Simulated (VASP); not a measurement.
# NaI (Pm-3m) in VASP: a series of runs

Aim: see how the results for NaI move with the level of theory and the settings. Levels: PBE, LDA, r2SCAN, HSE06. Tasks: single point.

Everything below comes from runs of VASP 6.6.1. Logs are shortened: lines on timing, memory, paths and dates and some standing lists are left out, and cuts for length are marked.

## (1) The cell of the first run

It takes space group Pm-3m (No. 221, cubic). The conventional cell has a = 4.041 Å, b = 4.041 Å, c = 4.041 Å, α = 90.00°, β = 90.00°, γ = 90.00°. Na (site symmetry m-3m) has 8 I at 3.50 Å and 6 Na at 4.04 Å within 4.6 Å. Within 4.6 Å of I (site symmetry m-3m) lie 8 Na at 3.50 Å and 6 I at 4.04 Å.

## (2) Single point, PBE

INCAR reads:

```
ALGO = Normal
EDIFF = 1E-6
ENCUT = 520
GGA = PE
ISIF = 2
ISMEAR = 0
LASPH = True
LCHARG = False
LREAL = False
LWAVE = False
NBANDS = 14
NELM = 80
PREC = Accurate
SIGMA = 0.01
```

KPOINTS reads:

```
k-points
0
Gamma
  4 4 4
```

POSCAR reads:

```
NaI
1.0
    4.0405365658      0.0000000000      0.0000000000
    0.0000000000      4.0405365658      0.0000000000
    0.0000000000      0.0000000000      4.0405365658
Na I
1 1
Direct
    0.0000000000      0.0000000000      0.0000000000
    0.5000000000      0.5000000000      0.5000000000
```

Potentials or basis: VASP PAW PBE potentials, release 64 (Na_pv, I).

The run is started by

```bash
$ cat potpaw_PBE.64/Na_pv/POTCAR potpaw_PBE.64/I/POTCAR > POTCAR
$ mpirun -np 1 vasp_std > vasp.out
```

OUTCAR:

```text
EDIFF = 1E-6
   ENCUT = 520
   GGA = PE
   ISIF = 2
   ISMEAR = 0
   LASPH = True
   LREAL = False
   NELM = 80
   PREC = Accurate

 ion  position               nearest neighbor table
   1  0.000  0.000  0.000-
   2  0.500  0.500  0.500-

  LATTYP: Found a simple cubic cell.
 ALAT       =     4.0405365658

  Lattice vectors:

 A1 = (   4.0405365658,   0.0000000000,   0.0000000000)
 A2 = (   0.0000000000,   4.0405365658,   0.0000000000)
 A3 = (   0.0000000000,   0.0000000000,   4.0405365658)

Analysis of symmetry for initial positions (statically):
=====================================================================
 Subroutine PRICEL returns:
 Original cell was already a primitive cell.

 Routine SETGRP: Setting up the symmetry group for a
 simple cubic supercell.

 Subroutine GETGRP returns: Found 48 space group operations
 (whereof 48 operations were pure point group operations)
 out of a pool of 48 trial point group operations.

The static configuration has the point symmetry O_h .

Analysis of symmetry for dynamics (positions and initial velocities):
=====================================================================
 Subroutine PRICEL returns:
 Original cell was already a primitive cell.

 Routine SETGRP: Setting up the symmetry group for a
 simple cubic supercell.

 Subroutine GETGRP returns: Found 48 space group operations
 (whereof 48 operations were pure point group operations)
 out of a pool of 48 trial point group operations.

The dynamic configuration has the point symmetry O_h .

 Subroutine INISYM returns: Found 48 space group operations
 (whereof 48 operations are pure point group operations),
 and found     1 'primitive' translations

----------------------------------------------------------------------------------------

                                     Primitive cell

  volume of cell :      65.9655

  direct lattice vectors                    reciprocal lattice vectors
     4.040536566  0.000000000  0.000000000     0.247491882  0.000000000  0.000000000
     0.000000000  4.040536566  0.000000000     0.000000000  0.247491882  0.000000000
     0.000000000  0.000000000  4.040536566     0.000000000  0.000000000  0.247491882

  length of vectors
     4.040536566  4.040536566  4.040536566     0.247491882  0.247491882  0.247491882

  position of ions in fractional coordinates (direct lattice)
     0.000000000  0.000000000  0.000000000
     0.500000000  0.500000000  0.500000000

  ion indices of the primitive-cell ions
   primitive index   ion index
                 1           1
                 2           2

----------------------------------------------------------------------------------------

 KPOINTS: k-points

Automatic generation of k-mesh.
 Grid dimensions read from file:
 generate k-points for:    4    4    4

 Generating k-lattice:

  Cartesian coordinates                     Fractional coordinates (reciprocal lattice)
     0.061872971  0.000000000  0.000000000     0.250000000  0.000000000  0.000000000
     0.000000000  0.061872971  0.000000000     0.000000000  0.250000000  0.000000000
     0.000000000  0.000000000  0.061872971     0.000000000  0.000000000  0.250000000

  Length of vectors
     0.061872971  0.061872971  0.061872971

  Shift w.r.t. Gamma in fractional coordinates (k-lattice)
     0.000000000  0.000000000  0.000000000

 Subroutine IBZKPT returns following result:
 ===========================================

 Found     10 irreducible k-points:

 Following reciprocal coordinates:
            Coordinates               Weight
  0.000000  0.000000  0.000000      1.000000
  0.250000  0.000000  0.000000      6.000000
  0.500000  0.000000  0.000000      3.000000
  0.250000  0.250000  0.000000     12.000000
  0.500000  0.250000  0.000000     12.000000
  0.500000  0.500000  0.000000      3.000000
  0.250000  0.250000  0.250000      8.000000
  0.500000  0.250000  0.250000     12.000000
  0.500000  0.500000  0.250000      6.000000
  0.500000  0.500000  0.500000      1.000000
   k-points           NKPTS =     10   k-points in BZ     NKDIM =     10   number of bands    NBANDS=     14
   number of dos      NEDOS =    301   number of ions     NIONS =      2
   total plane-waves  NPLWV =  27000
   dimension x,y,z NGX =    30 NGY =   30 NGZ =   30
   dimension x,y,z NGXF=    60 NGYF=   60 NGZF=   60
   ions per type =               1   1
   NGX,Y,Z   is equivalent  to a cutoff of  12.34, 12.34, 12.34 a.u.
   NGXF,Y,Z  is equivalent  to a cutoff of  24.69, 24.69, 24.69 a.u.
 SYSTEM =  unknown system
   PREC   = accura    normal or accurate (medium, high low for compatibility)
   ISTART =      0    job   : 0-new  1-cont  2-samecut
   ICHARG =      2    charge: 1-file 2-atom 10-const
   ISPIN  =      1    spin polarized calculation?
   LNONCOLLINEAR =      F non collinear calculations
   LSORBIT =      F    spin-orbit coupling
   LASPH  =      T    aspherical Exc in radial PAW
[... 103 lines left out ...]
     11       9.8593      0.00000
     12       9.8593      0.00000
     13      10.7251      0.00000
     14      14.9137      0.00000

 k-point     4 :       0.2500    0.2500    0.0000
  band No.  band energies     occupation
      1     -21.7708      2.00000
      2     -21.7705      2.00000
      3     -21.7664      2.00000
      4      -9.5494      2.00000
      5      -0.1584      2.00000
      6       0.1583      2.00000
      7       1.6240      2.00000
      8       6.3775      0.00000
      9       7.6952      0.00000
     10       9.6978      0.00000
     11      10.3002      0.00000
     12      11.0403      0.00000
     13      11.8296      0.00000
     14      12.7585      0.00000

 k-point     5 :       0.5000    0.2500    0.0000
  band No.  band energies     occupation
      1     -21.7746      2.00000
      2     -21.7702      2.00000
      3     -21.7660      2.00000
      4      -9.3885      2.00000
      5      -1.0039      2.00000
      6       0.3146      2.00000
      7       1.7945      2.00000
      8       6.0974      0.00000
      9       7.7953      0.00000
     10       9.7938      0.00000
     11      10.2358      0.00000
     12      10.4686      0.00000
     13      12.0261      0.00000
     14      13.5799      0.00000

 k-point     6 :       0.5000    0.5000    0.0000
  band No.  band energies     occupation
      1     -21.7740      2.00000
      2     -21.7740      2.00000
      3     -21.7657      2.00000
      4      -9.2414      2.00000
      5      -0.6282      2.00000
      6      -0.6282      2.00000
      7       1.9637      2.00000
      8       4.7397      0.00000
      9       8.9611      0.00000
     10      10.2176      0.00000
     11      10.2176      0.00000
     12      10.8436      0.00000
     13      10.8436      0.00000
     14      13.2714      0.00000

 k-point     7 :       0.2500    0.2500    0.2500
  band No.  band energies     occupation
      1     -21.7705      2.00000
      2     -21.7701      2.00000
      3     -21.7701      2.00000
      4      -9.4082      2.00000
      5      -0.0001      2.00000
      6       0.3669      2.00000
      7       0.3669      2.00000
      8       6.7147      0.00000
      9       8.2648      0.00000
     10       8.2648      0.00000
     11      10.0829      0.00000
     12      11.2590      0.00000
     13      11.2590      0.00000
     14      13.7656      0.00000

 k-point     8 :       0.5000    0.2500    0.2500
  band No.  band energies     occupation
      1     -21.7741      2.00000
      2     -21.7699      2.00000
      3     -21.7697      2.00000
      4      -9.2545      2.00000
      5      -0.7321      2.00000
      6       0.4423      2.00000
      7       0.6075      2.00000
      8       6.1910      0.00000
      9       7.1547      0.00000
     10       8.2661      0.00000
     11      11.0019      0.00000
     12      11.6283      0.00000
     13      11.9292      0.00000
     14      13.5091      0.00000

 k-point     9 :       0.5000    0.5000    0.2500
  band No.  band energies     occupation
      1     -21.7735      2.00000
      2     -21.7735      2.00000
      3     -21.7694      2.00000
      4      -9.1093      2.00000
      5      -0.4021      2.00000
      6      -0.4021      2.00000
      7       0.7625      2.00000
      8       5.2530      0.00000
      9       7.4009      0.00000
     10       7.4009      0.00000
     11      10.3939      0.00000
     12      11.5640      0.00000
     13      14.1673      0.00000
     14      14.1673      0.00000

 k-point    10 :       0.5000    0.5000    0.5000
  band No.  band energies     occupation
      1     -21.7730      2.00000
      2     -21.7730      2.00000
      3     -21.7730      2.00000
      4      -8.9666      2.00000
      5      -0.1368      2.00000
      6      -0.1368      2.00000
      7      -0.1368      2.00000
      8       6.1329      0.00000
      9       6.1329      0.00000
     10       6.1329      0.00000
     11       8.4994      0.00000
     12      15.5479      0.00000
     13      15.5479      0.00000
     14      15.5479      0.00000

------------------------ aborting loop because EDIFF is reached ----------------------------------------

  FORCE on cell =-STRESS in cart. coord.  units (eV):
  Direction    XX          YY          ZZ          XY          YZ          ZX
  --------------------------------------------------------------------------------------
  -------------------------------------------------------------------------------------
  Total        0.2019791      0.2019791      0.2019791      0.0000000      0.0000000     -0.0000000
  in kB        4.9056881      4.9056881      4.9056881      0.0000000      0.0000000     -0.0000000
  external PRESSURE =       4.9056881 kB  Pullay stress =       0.0000000 kB

 VOLUME and BASIS-vectors are now :
 -----------------------------------------------------------------------------
  energy-cutoff  :      520.00
  volume of cell :       65.97
      direct lattice vectors                 reciprocal lattice vectors
     4.040536566  0.000000000  0.000000000     0.247491882  0.000000000  0.000000000
     0.000000000  4.040536566  0.000000000     0.000000000  0.247491882  0.000000000
     0.000000000  0.000000000  4.040536566     0.000000000  0.000000000  0.247491882

 POSITION                                       TOTAL-FORCE (eV/Angst)
 -----------------------------------------------------------------------------------
      0.00000      0.00000      0.00000         0.000000      0.000000      0.000000
      2.02027      2.02027      2.02027         0.000000      0.000000      0.000000
 -----------------------------------------------------------------------------------
    total drift:                               -0.000000     -0.000000     -0.000000

  FREE ENERGIE OF THE ION-ELECTRON SYSTEM (eV)
  ---------------------------------------------------
  free  energy   TOTEN  =        -5.0495782504 eV

  energy  without entropy=       -5.0495782504  energy(sigma->0) =       -5.04957825
```

It took 5.6 s on 1 thread of AMD EPYC 7R13 (Zen 3), shared host; peak memory 0.13 GiB.

Results:

```yaml
Free_energy: -5.0496 eV
Pressure: 0.5 GPa
Band_gap_on_the_k_mesh: 2.29 eV (least direct gap 2.78 eV)
```

Caveat: the structure was generated, so it needn't be the stable form of NaI; spin-orbit coupling is left out, which moves the levels of the heavy elements.

## (3) Single point, LDA

INCAR reads:

```
PREC = Accurate ; ENCUT = 520
EDIFF = 1E-6 ; ISMEAR = 0
SIGMA = 0.01 ; LREAL = F
LASPH = T ; NELM = 80
ALGO = Normal ; ISIF = 2
LWAVE = F ; LCHARG = F
NBANDS = 14
```

KPOINTS reads:

```
regular mesh
0
Gamma
  4 4 4
```

POSCAR is that of step 2.

Potentials or basis: VASP PAW LDA potentials, release 64 (Na_pv, I).

The run is started by

```bash
$ cat potpaw_LDA.64/Na_pv/POTCAR potpaw_LDA.64/I/POTCAR > POTCAR
$ mpirun -np 1 vasp_std > vasp.out
```

It took 5.1 s on 1 thread of AMD EPYC 7R13 (Zen 3), shared host; peak memory 0.12 GiB.

The run converged. Its results:

- Free energy: -5.6600 eV
- Pressure: -1.5 GPa
- Band gap on the k mesh: 2.03 eV (least direct gap 2.58 eV)

Levels at points of the mesh, in eV from the valence-band top:
```tsv
k point	band 4	band 5	band 6	band 7	band 8	band 9	band 10	band 11
(0.00, 0.00, 0.00)	-11.88	-0.66	-0.66	-0.66	2.03	5.45	5.45	10.94
(0.50, 0.00, 0.00)	-11.55	-3.34	-0.33	-0.33	4.40	6.08	6.96	7.76
(0.50, 0.50, 0.00)	-11.27	-2.64	-2.64	0.00	2.58	6.85	8.02	8.02
(0.50, 0.50, 0.50)	-10.99	-2.13	-2.13	-2.13	3.99	3.99	3.99	6.30
```

Caveat: the structure was generated, so it needn't be the stable form of NaI; spin-orbit coupling is left out, which moves the levels of the heavy elements.

## (4) Single point, PBE

INCAR reads:

```
SYSTEM = NaI
  PREC = Accurate
  ENCUT = 520
  EDIFF = 1E-7
  ISMEAR = 0
  SIGMA = 0.01
  LREAL = .False.
  LASPH = .True.
  NELM = 60
  ALGO = Normal
  ISIF = 2
  LWAVE = .False.
  LCHARG = .True.
  GGA = PE
  LELF = .True.
  LVHAR = .True.
  NBANDS = 14
```

KPOINTS reads:

```
Automatic mesh
0
Gamma
  4 4 4
  0 0 0
```

POSCAR is that of step 3.

Potentials or basis: VASP PAW PBE potentials, release 64 (Na_pv, I).

The run is started by

```bash
$ cat potpaw_PBE.64/Na_pv/POTCAR potpaw_PBE.64/I/POTCAR > POTCAR
$ mpirun -np 1 vasp_std > vasp.out
```

Run time: 8.3 s. Hardware: 1 thread of AMD EPYC 7R13 (Zen 3), shared host; peak memory 0.13 GiB.

Results (log left out):

| Property | Result |
| --- | --- |
| Free energy | -5.0496 eV |
| Pressure | 0.5 GPa |
| Band gap on the k mesh | 2.29 eV (least direct gap 2.78 eV) |

Levels at points of the mesh, in eV from the valence-band top:
| k point | band 3 | band 4 | band 5 | band 6 | band 7 | band 8 | band 9 | band 10 | band 11 | band 12 |
| --- | --- | --- | --- | --- | --- | --- | --- | --- | --- | --- |
| (0.00, 0.00, 0.00) | -23.73 | -11.82 | -0.65 | -0.65 | -0.65 | 2.29 | 5.58 | 5.58 | 11.19 | 11.19 |
| (0.50, 0.00, 0.00) | -23.73 | -11.49 | -3.27 | -0.32 | -0.32 | 4.63 | 6.28 | 7.05 | 7.89 | 7.89 |
| (0.50, 0.50, 0.00) | -23.73 | -11.20 | -2.59 | -2.59 | 0.00 | 2.78 | 7.00 | 8.25 | 8.25 | 8.88 |
| (0.50, 0.50, 0.50) | -23.74 | -10.93 | -2.10 | -2.10 | -2.10 | 4.17 | 4.17 | 4.17 | 6.53 | 13.58 |

Caveat: the structure was generated, so it needn't be the stable form of NaI; spin-orbit coupling is left out, which moves the levels of the heavy elements. A k mesh can miss the band edges.

## (5) Single point, r2SCAN

POSCAR is that of step 4.

INCAR.step1 reads:

```
ALGO = Normal
EDIFF = 1E-4
ENCUT = 520
GGA = PE
ISMEAR = 0
LASPH = T
LCHARG = F
LREAL = F
LWAVE = T
NBANDS = 14
NELM = 100
PREC = Accurate
SIGMA = 0.01
```

INCAR.step2 reads:

```
ALGO = Normal
EDIFF = 1E-6
ENCUT = 520
ISIF = 2
ISMEAR = 0
ISTART = 1
LASPH = T
LCHARG = F
LMIXTAU = T
LREAL = F
LWAVE = F
METAGGA = R2SCAN
NBANDS = 14
NELM = 100
PREC = Accurate
SIGMA = 0.01
```

KPOINTS reads:

```
k-points
0
Gamma
  4 4 4
```

The run is started by

```bash
$ cat potpaw_PBE.64/Na_pv/POTCAR potpaw_PBE.64/I/POTCAR > POTCAR
$ cp INCAR.step1 INCAR
$ mpirun -np 1 vasp_std > vasp.out
$ cp INCAR.step2 INCAR
$ mpirun -np 1 vasp_std > vasp.out
```

It took 27 s on 1 thread of AMD EPYC 7R13 (Zen 3), shared host; peak memory 0.14 GiB.

It converged, with:

```
Free energy            : -30.7110 eV
Pressure               : 0.2 GPa
Band gap on the k mesh : 3.06 eV (least direct gap 3.35 eV)
```

Levels at points of the mesh, in eV from the valence-band top:
```
           k point  band 4  band 5  band 6  band 7  band 8  band 9  band 10  band 11
(0.00, 0.00, 0.00)  -12.18   -0.67   -0.67   -0.67    3.06    6.11     6.11    12.22
(0.50, 0.00, 0.00)  -11.83   -3.30   -0.34   -0.34    5.32    7.16     7.67     8.51
(0.50, 0.50, 0.00)  -11.52   -2.65   -2.65    0.00    3.35    7.68     9.02     9.02
(0.50, 0.50, 0.50)  -11.22   -2.16   -2.16   -2.16    4.65    4.65     4.65     7.55
```

Caveat: the structure was generated, so it needn't be the stable form of NaI; the PAW data sets were made with another functional, which shifts forces and pressure a little; spin-orbit coupling is left out, which moves the levels of the heavy elements. A k mesh can miss the band edges.

## (6) Single point, PBE

INCAR reads:

```
  PREC = Accurate
  ENCUT = 520
  EDIFF = 1E-7
  ISMEAR = 0
  SIGMA = 0.01
  LREAL = False
  LASPH = True
  NELM = 100
  ALGO = Normal
  ISIF = 2
  LWAVE = False
  LCHARG = False
  GGA = PE
  NBANDS = 14
```

KPOINTS reads:

```
regular mesh
0
Gamma
  6 6 6
```

POSCAR is that of step 5.

Potentials or basis: VASP PAW PBE potentials, release 64 (Na_pv, I).

The run is started by

```bash
$ cat potpaw_PBE.64/Na_pv/POTCAR potpaw_PBE.64/I/POTCAR > POTCAR
$ mpirun -np 1 vasp_std > vasp.out
```

It took 13 s on 1 thread of AMD EPYC 7R13 (Zen 3), shared host; peak memory 0.14 GiB.

It converged, with:

```yaml
Free_energy: -5.0727 eV
Pressure: 0.3 GPa
Band_gap_on_the_k_mesh: 2.30 eV (least direct gap 2.79 eV)
```

Levels at points of the mesh, in eV from the valence-band top:
```csv
k point,band 5,band 6,band 7,band 8,band 9,band 10
"(0.00, 0.00, 0.00)",-0.65,-0.65,-0.65,2.30,5.59,5.59
"(0.50, 0.00, 0.00)",-3.26,-0.32,-0.32,4.64,6.29,7.06
"(0.50, 0.50, 0.00)",-2.59,-2.59,0.00,2.79,7.00,8.26
"(0.50, 0.50, 0.50)",-2.10,-2.10,-2.10,4.18,4.18,4.18
```

Caveat: the structure was generated, so it needn't be the stable form of NaI; spin-orbit coupling is left out, which moves the levels of the heavy elements.

## (7) Single point, HSE06

POSCAR is that of step 6.

INCAR.step1 reads:

```
SYSTEM = NaI
ALGO = Normal ; EDIFF = 1E-5
ENCUT = 520 ; GGA = PE
ISIF = 2 ; ISMEAR = 0
LASPH = .TRUE. ; LCHARG = .FALSE.
LREAL = .FALSE. ; LWAVE = .TRUE.
NBANDS = 14 ; NELM = 100
PREC = Accurate ; SIGMA = 0.01
```

INCAR.step2 reads:

```
SYSTEM = NaI
ALGO = Normal ; EDIFF = 1E-6
ENCUT = 520 ; GGA = PE
HFSCREEN = 0.2079 ; ISIF = 2
ISMEAR = 0 ; ISTART = 1
LASPH = .TRUE. ; LCHARG = .FALSE.
LHFCALC = .TRUE. ; LREAL = .FALSE.
LWAVE = .FALSE. ; NBANDS = 14
NELM = 100 ; PREC = Accurate
PRECFOCK = Normal ; SIGMA = 0.01
```

KPOINTS reads:

```
k-points
0
G
  4 4 4
  0 0 0
```

The run is started by

```bash
$ cat potpaw_PBE.64/Na_pv/POTCAR potpaw_PBE.64/I/POTCAR > POTCAR
$ cp INCAR.step1 INCAR
$ mpirun -np 1 vasp_std > vasp.out
$ cp INCAR.step2 INCAR
$ mpirun -np 1 vasp_std > vasp.out
```

Run time: 5.4 min. Hardware: 1 thread of AMD EPYC 7R13 (Zen 3), shared host; peak memory 0.25 GiB.

It converged, with:

```yaml
Free_energy: -5.9109 eV
Pressure: 0.2 GPa
Band_gap_on_the_k_mesh: 3.22 eV (least direct gap 3.68 eV)
```

Levels at points of the mesh, in eV from the valence-band top:
| k point | band 3 | band 4 | band 5 | band 6 | band 7 | band 8 | band 9 | band 10 | band 11 | band 12 |
| --- | --- | --- | --- | --- | --- | --- | --- | --- | --- | --- |
| (0.00, 0.00, 0.00) | -26.17 | -12.83 | -0.70 | -0.70 | -0.70 | 3.22 | 6.52 | 6.52 | 12.48 | 12.48 |
| (0.50, 0.00, 0.00) | -26.17 | -12.46 | -3.50 | -0.35 | -0.35 | 5.59 | 7.43 | 8.06 | 8.99 | 8.99 |
| (0.50, 0.50, 0.00) | -26.17 | -12.14 | -2.80 | -2.80 | 0.00 | 3.68 | 8.03 | 9.39 | 9.39 | 10.00 |
| (0.50, 0.50, 0.50) | -26.18 | -11.84 | -2.27 | -2.27 | -2.27 | 5.07 | 5.07 | 5.07 | 7.73 | 14.95 |

Caveat: the structure was generated, so it needn't be the stable form of NaI; the PAW data sets were made with another functional, which shifts forces and pressure a little; spin-orbit coupling is left out, which moves the levels of the heavy elements. A k mesh can miss the band edges.

## (8) Summary

| level | potentials or basis | k mesh | grid for exact exchange (PRECFOCK) | share of exact exchange | screening parameter | gap on the mesh (eV) | pressure (GPa) |
| --- | --- | --- | --- | --- | --- | --- | --- |
| PBE | VASP PAW PBE potentials, release 64 (Na_pv, I) | 4 × 4 × 4 | - | - | - | 2.29 | 0.5 |
| LDA | VASP PAW LDA potentials, release 64 (Na_pv, I) | 4 × 4 × 4 | - | - | - | 2.03 | -1.5 |
| r2SCAN | VASP PAW PBE potentials, release 64 (Na_pv, I) | 4 × 4 × 4 | - | - | - | 3.06 | 0.2 |
| PBE | VASP PAW PBE potentials, release 64 (Na_pv, I) | 6 × 6 × 6 | - | - | - | 2.30 | 0.3 |
| HSE06 | VASP PAW PBE potentials, release 64 (Na_pv, I) | 4 × 4 × 4 | Normal | 0.25 | 0.2079 1/Å | 3.22 | 0.2 |

Alike in all rows: task single point; no spin polarisation; cell as given; cutoff (eV) 520; smearing gaussian 0.01 eV.

Caveats: the structure was generated, so it needn't be the stable form of NaI; spin-orbit coupling is left out, which moves the levels of the heavy elements; the PAW data sets were made with another functional, which shifts forces and pressure a little (at least some runs).

Absolute energies hang on the potentials; compare differences alone.
